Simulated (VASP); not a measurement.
# Ta3Ag in VASP: notebook, part 3 of 3

VASP 6.6.1. The steps go on from the part before.

## (4) Single point, PBE

This run uses another cell than the first one, of 17.00 Å³/atom, 1.022 times its volume.

INCAR reads:

```
SYSTEM = Ta3Ag
  PREC = Accurate
  ENCUT = 500
  EDIFF = 1E-6
  ISMEAR = 0
  SIGMA = 0.1
  LREAL = .False.
  LASPH = .True.
  NELM = 120
  ALGO = Normal
  ISIF = 2
  LWAVE = .False.
  LCHARG = .False.
  GGA = PE
  NBANDS = 30
  GGA_COMPAT = .False.
```

KPOINTS reads:

```
Automatic mesh
0
Gamma
  4 4 4
  0 0 0
```

POSCAR reads:

```
Ta3Ag
1.0
    4.0818002481      0.0000000000      0.0000000000
    0.0000000000      4.0818002481      0.0000000000
    0.0000000000      0.0000000000      4.0818002481
Ta Ag
3 1
Direct
    0.0000000000      0.5000000000      0.5000000000
    0.5000000000      0.0000000000      0.5000000000
    0.5000000000      0.5000000000      0.0000000000
    0.0000000000      0.0000000000      0.0000000000
```

Potentials or basis: VASP PAW PBE potentials, release 64 (Ta_pv, Ag).

Command:

```bash
$ cat potpaw_PBE.64/Ta_pv/POTCAR potpaw_PBE.64/Ag/POTCAR > POTCAR
$ mpirun -np 1 vasp_std > vasp.out
```

OUTCAR:

```text
SYSTEM = Ta3Ag
   PREC = Accurate
   ENCUT = 500
   EDIFF = 1E-6
   ISMEAR = 0
   LREAL = .False.
   LASPH = .True.
   NELM = 120
   ISIF = 2
   GGA = PE

 ion  position               nearest neighbor table
   1  0.000  0.500  0.500-   2 2.89   3 2.89   4 2.89   3 2.89   4 2.89   2 2.89   4 2.89   4 2.89
                             2 2.89   3 2.89   3 2.89   2 2.89
   2  0.500  0.000  0.500-   1 2.89   3 2.89   4 2.89   3 2.89   4 2.89   1 2.89   3 2.89   3 2.89
                             1 2.89   4 2.89   4 2.89   1 2.89
   3  0.500  0.500  0.000-   1 2.89   2 2.89   4 2.89   1 2.89   2 2.89   2 2.89   4 2.89   2 2.89
                             1 2.89   4 2.89   1 2.89   4 2.89
   4  0.000  0.000  0.000-   1 2.89   2 2.89   3 2.89   1 2.89   2 2.89   1 2.89   3 2.89   1 2.89
                             2 2.89   3 2.89   2 2.89   3 2.89

  LATTYP: Found a simple cubic cell.
 ALAT       =     4.0818002481

  Lattice vectors:

 A1 = (   4.0818002481,   0.0000000000,   0.0000000000)
 A2 = (   0.0000000000,   4.0818002481,   0.0000000000)
 A3 = (   0.0000000000,   0.0000000000,   4.0818002481)

Analysis of symmetry for initial positions (statically):
=====================================================================
 Subroutine PRICEL returns:
 Original cell was already a primitive cell.

 Routine SETGRP: Setting up the symmetry group for a
 simple cubic supercell.

 Subroutine GETGRP returns: Found 48 space group operations
[... 9 lines left out ...]

 Routine SETGRP: Setting up the symmetry group for a
 simple cubic supercell.

 Subroutine GETGRP returns: Found 48 space group operations
[... 11 lines left out ...]
                                     Primitive cell

  volume of cell :      68.0073

  direct lattice vectors                    reciprocal lattice vectors
     4.081800248  0.000000000  0.000000000     0.244989941  0.000000000  0.000000000
     0.000000000  4.081800248  0.000000000     0.000000000  0.244989941  0.000000000
     0.000000000  0.000000000  4.081800248     0.000000000  0.000000000  0.244989941

  length of vectors
     4.081800248  4.081800248  4.081800248     0.244989941  0.244989941  0.244989941

  position of ions in fractional coordinates (direct lattice)
[... 90 lines left out ...]
  Fermi-wavevector in a.u.,A,eV,Ry     =   1.415926  2.675713 27.277603  2.004847
  Thomas-Fermi vector in A             =   2.537314
   LORBIT       =      0    0 simple, 1 ext, 2 COOP (PROOUT), +10 PAW based schemes
   GGA     = PE    functional components
   LHFCALC =     F    Hartree Fock is set to
   AEXX    =    0.0000 exact exchange contribution
   IVDW    =     0    specifies the selected vdW correction
   LEPSILON=     F    determine dielectric tensor
   LRPA    =     F    only Hartree local field effects (RPA)
 non-spin polarized calculation
 Gauss-broadening in eV      SIGMA  =   0.10
  energy-cutoff  :      500.00
  volume of cell :       68.01
 maximum number of plane-waves:      1750
 NGX is ok and might be reduce to    30
   NGX = 15   NGY = 15   NGZ = 15

 number of electron      44.0000015 magnetization

 Free energy of the ion-electron system (eV)
  ---------------------------------------------------
  ext. energy  EPLUGINS =         0.00000000
  ---------------------------------------------------
  free energy    TOTEN  =       -36.91911528 eV

  energy without entropy =      -36.89803771  energy(sigma->0) =      -36.90857649

 E-fermi :   6.9607     XC(G=0): -12.7940

 val. band max:        6.9155908296   @ k =   0.5000   0.2500   0.2500
 cond. band min:       7.1417635255   @ k =   0.2500   0.2500   0.2500
 fundamental gap:      0.2261726959
 Fermi energy:         6.9606806155

 k-point     1 :       0.0000    0.0000    0.0000
  band No.  band energies     occupation
      1     -27.4858      2.00000
      2     -27.4858      2.00000
      3     -27.4858      2.00000
      4     -26.9464      2.00000
      5     -26.9464      2.00000
      6     -26.9464      2.00000
[... 319 lines left out ...]
     29      11.0484      0.00000
     30      11.0484      0.00000

------------------------ aborting loop because EDIFF is reached ----------------------------------------

  FORCE on cell =-STRESS in cart. coord.  units (eV):
  Direction    XX          YY          ZZ          XY          YZ          ZX
  --------------------------------------------------------------------------------------
  -------------------------------------------------------------------------------------
  Total        4.6862795      4.6862795      4.6862795     -0.0000000      0.0000000     -0.0000000
  in kB      110.4036736    110.4036736    110.4036736     -0.0000000      0.0000000     -0.0000000
  external PRESSURE =     110.4036736 kB  Pullay stress =       0.0000000 kB

 VOLUME and BASIS-vectors are now :
 -----------------------------------------------------------------------------
  energy-cutoff  :      500.00
  volume of cell :       68.01
      direct lattice vectors                 reciprocal lattice vectors
     4.081800248  0.000000000  0.000000000     0.244989941  0.000000000  0.000000000
     0.000000000  4.081800248  0.000000000     0.000000000  0.244989941  0.000000000
     0.000000000  0.000000000  4.081800248     0.000000000  0.000000000  0.244989941

 POSITION                                       TOTAL-FORCE (eV/Angst)
 -----------------------------------------------------------------------------------
      0.00000      2.04090      2.04090         0.000000      0.000000      0.000000
      2.04090      0.00000      2.04090         0.000000      0.000000      0.000000
      2.04090      2.04090      0.00000         0.000000      0.000000      0.000000
      0.00000      0.00000      0.00000         0.000000      0.000000      0.000000
 -----------------------------------------------------------------------------------
    total drift:                                0.000000      0.000000     -0.000000

  FREE ENERGIE OF THE ION-ELECTRON SYSTEM (eV)
  ---------------------------------------------------
  free  energy   TOTEN  =       -36.9191152838 eV

  energy  without entropy=      -36.8980377061  energy(sigma->0) =      -36.90857649
```

OSZICAR:

```text
N       E                     dE             d eps       ncg     rms          rms(c)
DAV:   1     0.392883931335E+03    0.39288E+03   -0.23610E+04   624   0.147E+03
DAV:   2    -0.243890782918E+02   -0.41727E+03   -0.40582E+03   648   0.426E+02
DAV:   3    -0.392342247020E+02   -0.14845E+02   -0.14466E+02   744   0.761E+01
DAV:   4    -0.394469240916E+02   -0.21270E+00   -0.21170E+00   698   0.839E+00
DAV:   5    -0.394501085290E+02   -0.31844E-02   -0.31837E-02   688   0.104E+00    0.247E+01
DAV:   6    -0.376185380268E+02    0.18316E+01   -0.10048E+01   618   0.267E+01    0.142E+01
DAV:   7    -0.370252972255E+02    0.59324E+00   -0.19972E+00   632   0.122E+01    0.630E+00
DAV:   8    -0.369312887948E+02    0.94008E-01   -0.42066E-01   668   0.400E+00    0.725E-01
DAV:   9    -0.369210491591E+02    0.10240E-01   -0.20413E-02   684   0.121E+00    0.499E-01
DAV:  10    -0.369192736667E+02    0.17755E-02   -0.10594E-02   634   0.761E-01    0.821E-02
DAV:  11    -0.369191087204E+02    0.16495E-03   -0.11647E-03   642   0.275E-01    0.563E-02
DAV:  12    -0.369191157876E+02   -0.70672E-05   -0.31286E-05   690   0.372E-02    0.254E-02
DAV:  13    -0.369191152838E+02    0.50380E-06   -0.72994E-06   568   0.214E-02
   1 F= -.36919115E+02 E0= -.36908576E+02  d E =-.210776E-01
```

stdout:

```text
POSCAR found type information on POSCAR TaAg
 POSCAR found :  2 types and       4 ions
 scaLAPACK will be used
 LDA part: xc-table for (Slater+PW92), standard interpolation
 POSCAR, INCAR and KPOINTS ok, starting setup
 FFT: planning ... GRIDC
 FFT: planning ... GRID_SOFT
 FFT: planning ... GRID
 WAVECAR not read
 entering main loop
```

Run time: 21 s. Hardware: 1 thread of Intel Xeon Platinum 8259CL at 2.50GHz (Skylake/Cascade Lake), shared host; peak memory 0.17 GiB.

What came out:

- Free energy: -36.9191 eV
- Pressure: 11.0 GPa
- Band gap on the k mesh: zero (band 22 reaches 9.67 eV, above the bottom of band 23 at 6.90 eV)

Caveat: the k points lie up to 0.38 Å⁻¹ apart; spin-orbit coupling is left out, which moves the levels of the heavy elements.

## (5) The runs side by side

| task | cell | k mesh | cutoff (eV) | gap on the mesh (eV) | pressure (GPa) |
| --- | --- | --- | --- | --- | --- |
| relaxation of cell and atoms | relaxed from a = 4.066, b = 4.066, c = 4.024 Å, 4 atoms | 4 × 4 × 4 | 600 | none | 0.1 |
| single point | a = 4.160 Å, 4 atoms | 12 × 12 × 12 | 520 | none | 0.0 |
| single point | a = 4.082 Å, 4 atoms | 4 × 4 × 4 | 500 | none | 11.0 |

Alike in all rows: level PBE; potentials or basis VASP PAW PBE potentials, release 64 (Ta_pv, Ag); no spin polarisation; smearing gaussian 0.1 eV.

Caveats: some runs use coarse meshes; spin-orbit coupling is left out, which moves the levels of the heavy elements.

Absolute energies hang on the potentials; compare differences alone.
